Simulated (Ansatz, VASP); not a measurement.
S in VASP and in Ansatz

```xyz
2
Lattice="3.3356 0.0000 0.0000 -1.6678 2.8887 0.0000 0.0000 0.0000 3.5295" Properties=species:S:1:pos:R:3 pbc="T T T"
S     0.0000    1.9258    0.8824
S     1.6678    0.9629    2.6471
```

Alike in both runs: functional r2SCAN; k mesh 6 × 6 × 6; occupations gaussian, width 0.1 eV; no spin polarisation.

Ansatz relaxed the structure, and its values are those at the end. VASP's run is a single point on that final structure, the one shown.

```csv
,VASP,Ansatz
version,VASP 6.6.1,Ansatz 0.2.0
potentials or method,"VASP PAW PBE potentials, release 64 (S), cutoff 520 eV","scalar-relativistic, plane waves, PAW"
valence electrons in the cell,12,12
```

|  | VASP | Ansatz | Ansatz less VASP |
| --- | --- | --- | --- |
| gap on the k mesh at the Fermi level (eV) | none | none | - |
| pressure (GPa) | -0.2 | 0.0 | +0.26 |

VASP's potentials were made for PBE, not for r2SCAN. A gap of «none» marks a metal or a gap that the smearing closes.

The k mesh is coarse, so the values compare programs but aren't converged.
